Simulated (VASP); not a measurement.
# FeB2 (P6/mmm) in VASP: a series of runs, part 2 of 2

VASP 6.6.1. Earlier steps stand in the parts before.

### Step 3. Vibrations by perturbation theory, LDA

This run uses another cell than the first one, of 6.80 Å³/atom, 1.006 times its volume.

Contents of INCAR:

```
PREC = Accurate
ENCUT = 520
EDIFF = 1E-8
ISMEAR = 0
SIGMA = 0.2
LREAL = False
LASPH = True
NELM = 100
ALGO = Normal
ISIF = 2
LWAVE = False
LCHARG = False
GGA = CA
NBANDS = 14
IBRION = 8
NSW = 1
```

Contents of KPOINTS:

```
regular mesh
0
Gamma
  18 18 16
```

Contents of POSCAR:

```
FeB2
1.0
    3.0321564543      0.0000000000      0.0000000000
   -1.5160782272      2.6259245177      0.0000000000
    0.0000000000      0.0000000000      2.5626696461
Fe B
1 2
Direct
    0.0000000000      0.0000000000      0.0000000000
    0.3333333333      0.6666666667      0.5000000000
    0.6666666667      0.3333333333      0.5000000000
```

Potentials or basis: VASP PAW LDA potentials, release 64 (Fe, B).

Command:

```bash
$ cat potpaw_LDA.64/Fe/POTCAR potpaw_LDA.64/B/POTCAR > POTCAR
$ mpirun -np 1 vasp_std > vasp.out
```

OUTCAR:

```text
PREC = Accurate
   ENCUT = 520
   EDIFF = 1E-8
   ISMEAR = 0
   LREAL = False
   LASPH = True
   NELM = 100
   ISIF = 2
   GGA = CA
   IBRION = 8
   NSW = 1

 ion  position               nearest neighbor table
   1  0.000  0.000  0.000-   2 2.17   3 2.17   2 2.17   3 2.17   3 2.17   3 2.17   2 2.17   2 2.17
                             3 2.17   3 2.17   2 2.17   2 2.17
   2  0.333  0.667  0.500-   3 1.75   3 1.75   3 1.75   1 2.17   1 2.17   1 2.17   1 2.17   1 2.17
                             1 2.17
   3  0.667  0.333  0.500-   2 1.75   2 1.75   2 1.75   1 2.17   1 2.17   1 2.17   1 2.17   1 2.17
                             1 2.17

  LATTYP: Found a hexagonal cell.
 ALAT       =     3.0321564543
 C/A-ratio  =     0.8451640556

  Lattice vectors:

 A1 = (   3.0321564543,   0.0000000000,   0.0000000000)
 A2 = (  -1.5160782272,   2.6259245177,   0.0000000000)
 A3 = (   0.0000000000,   0.0000000000,   2.5626696461)

Analysis of symmetry for initial positions (statically):
=====================================================================
 Subroutine PRICEL returns:
 Original cell was already a primitive cell.

 Routine SETGRP: Setting up the symmetry group for a
 hexagonal supercell.

 Subroutine GETGRP returns: Found 24 space group operations
 (whereof 24 operations were pure point group operations)
 out of a pool of 24 trial point group operations.

The static configuration has the point symmetry D_6h.

[... 616 lines left out ...]

--------------------------------------- Ionic step        4  -------------------------------------------

------------------------ aborting loop because EDIFF is reached ----------------------------------------
[... 11 lines left out ...]
[... ionic steps 8 to 8 ...]

--------------------------------------- Ionic step        9  -------------------------------------------

 Free energy of the ion-electron system (eV)
  ---------------------------------------------------
  ---------------------------------------------------
  free energy    TOTEN  =        -0.03848417 eV

  energy without entropy =       -0.03848417

------------------------ aborting loop because EDIFF is reached ----------------------------------------

 INTERNAL STRAIN TENSOR  FOR ION    2  DIRECTION 3   (eV/Angst):
 -----------------------------------------------------------------------------
     0.01853 -0.00000  0.00000
    -0.00000  0.01853 -0.00000
     0.00000 -0.00000 -0.03791

 INTERNAL STRAIN TENSOR FOR ION    3 for displacements in x,y,z  (eV/Angst):
          X           Y           Z          XY          YZ          ZX
  --------------------------------------------------------------------------------
  x    -0.00000     0.00000    -0.00000     0.65692     0.00000     0.00000
  y     0.65692    -0.65692     0.00000     0.00000     0.00000     0.00000
  z     0.00000     0.00000     0.00000     0.00000     0.00000    -0.00000

 SECOND DERIVATIVES (NOT SYMMETRIZED)
 ------------------------------------
               1X          1Y          1Z          2X          2Y          2Z          3X          3Y          3Z
  1X    -9.077315    0.000000    0.000000    4.538657   -0.000000    0.000000    4.538657   -0.000000    0.000000
  1Y     0.000000   -9.077315    0.000000   -0.000000    4.538657    0.000000   -0.000000    4.538657    0.000000
  1Z     0.000000   -0.000000   -4.831310   -0.000000    0.000000    2.415655    0.000000    0.000000    2.415655
  2X     4.494273   -0.000000    0.000000  -14.496484    0.000000    0.000000   10.002211   -0.000000    0.000000
  2Y    -0.000000    4.494273    0.000000    0.000000  -14.496484    0.000000   -0.000000   10.002211    0.000000
  2Z    -0.000000   -0.000000    2.424751   -0.000000    0.000000   -6.895911   -0.000000   -0.000000    4.471160
  3X     4.494273   -0.000000    0.000000   10.002211   -0.000000    0.000000  -14.496484    0.000000    0.000000
  3Y    -0.000000    4.494273    0.000000   -0.000000   10.002211    0.000000    0.000000  -14.496484    0.000000
  3Z    -0.000000   -0.000000    2.424751   -0.000000   -0.000000    4.471160   -0.000000    0.000000   -6.895911

 Eigenvectors and eigenvalues of the dynamical matrix
 ----------------------------------------------------

   1 f  =   23.533649 THz   147.866279 2PiTHz  784.998039 cm-1    97.327309 meV
             X         Y         Z           dx          dy          dz
      0.000000  0.000000  0.000000     0.000000    0.000000    0.000000
     -0.000000  1.750616  1.281335     0.361059   -0.607977    0.000000
      1.516078  0.875308  1.281335    -0.361059    0.607977   -0.000000
[... 43 lines left out ...]
   9 f/i=    0.026259 THz     0.164988 2PiTHz    0.875894 cm-1     0.108597 meV
             X         Y         Z           dx          dy          dz
      0.000000  0.000000  0.000000     0.231144   -0.815772    0.000000
     -0.000000  1.750616  1.281335     0.102200   -0.360693    0.000000
      1.516078  0.875308  1.281335     0.102200   -0.360693    0.000000

--------------------------------------------------------------------------------------------------------

 ELASTIC MODULI CONTR FROM IONIC RELAXATION (kBar)
 Direction    XX          YY          ZZ          XY          YZ          ZX
 --------------------------------------------------------------------------------
 XX          -2.7663      2.7663     -0.0000      0.0000      0.0000     -0.0000
 YY           2.7663     -2.7663     -0.0000      0.0000     -0.0000      0.0000
 ZZ          -0.0000     -0.0000     -0.0000      0.0000     -0.0000      0.0000
 XY           0.0000      0.0000      0.0000     -2.7663      0.0000     -0.0000
 YZ           0.0000     -0.0000     -0.0000      0.0000     -0.0000      0.0000
 ZX          -0.0000      0.0000      0.0000     -0.0000      0.0000     -0.0000
 --------------------------------------------------------------------------------
```

Run time: 20 min. Hardware: 1 thread of Oxide Virtual Turin-like, shared host; peak memory 1.1 GiB.

What came out:

| Property | Result |
| --- | --- |
| Highest phonon frequency at Γ, LO-TO splitting left out | 785 cm⁻¹ |

Phonon frequencies in cm⁻¹ (negative: imaginary):
| q point | frequencies |
| --- | --- |
| (0.000, 0.000, 0.000) | -1 -1 0 291 397 397 535 785 785 |

Caveat: the cell wasn't relaxed at this level first, which shifts response properties.
